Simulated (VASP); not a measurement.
Input of a VASP 6.6.1 run:

INCAR

```
SYSTEM = Mg2As
  PREC = Accurate
  ENCUT = 600
  EDIFF = 1E-6
  ISMEAR = 0
  SIGMA = 0.1
  LREAL = .FALSE.
  LASPH = .TRUE.
  NELM = 60
  ALGO = Fast
  ISIF = 3
  LWAVE = .FALSE.
  LCHARG = .FALSE.
  GGA = PE
  IBRION = 2
  NSW = 100
  EDIFFG = -0.01
```

The input KPOINTS:

```
Automatic mesh
0
G
  14 14 14
  0 0 0
```

File POSCAR:

```
Mg2As
1.0
   -2.3735829681      2.3735829681      3.1050971100
    2.3735829681     -2.3735829681      3.1050971100
    2.3735829681      2.3735829681     -3.1050971100
Mg As
2 1
Direct
    0.7500000000      0.2500000000      0.5000000000
    0.2500000000      0.7500000000      0.5000000000
    0.0000000000      0.0000000000      0.0000000000
```

Potentials or basis: VASP PAW PBE potentials, release 64 (Mg, As).

Run with:

```sh
$ cat potpaw_PBE.64/Mg/POTCAR potpaw_PBE.64/As/POTCAR > POTCAR
$ mpirun -np 1 vasp_std > vasp.out
```

Problem. Predict the band gap on the k mesh.

Solution. Zero (an odd number of electrons rules out a gap without spin polarisation).

Problem. Predict the space group after relaxing (to 0.1 Å).

Solution. Fm-3m (No. 225).

Step by step:
```
step  energy change (eV)  largest force (eV/Å)  pressure (GPa)  volume (Å³)
   1              0.0000                0.0000           -0.40        69.98
   2             -0.0033                0.0000           -0.07        69.39
   3             -0.0054                0.0000            0.34        68.65
   4             -0.0055                0.0000            0.48        68.38
   5             -0.0081                0.0000            0.37        68.55
   6             -0.0125                0.0000            0.06        69.06
   7             -0.0129                0.0000           -0.04        69.23
```
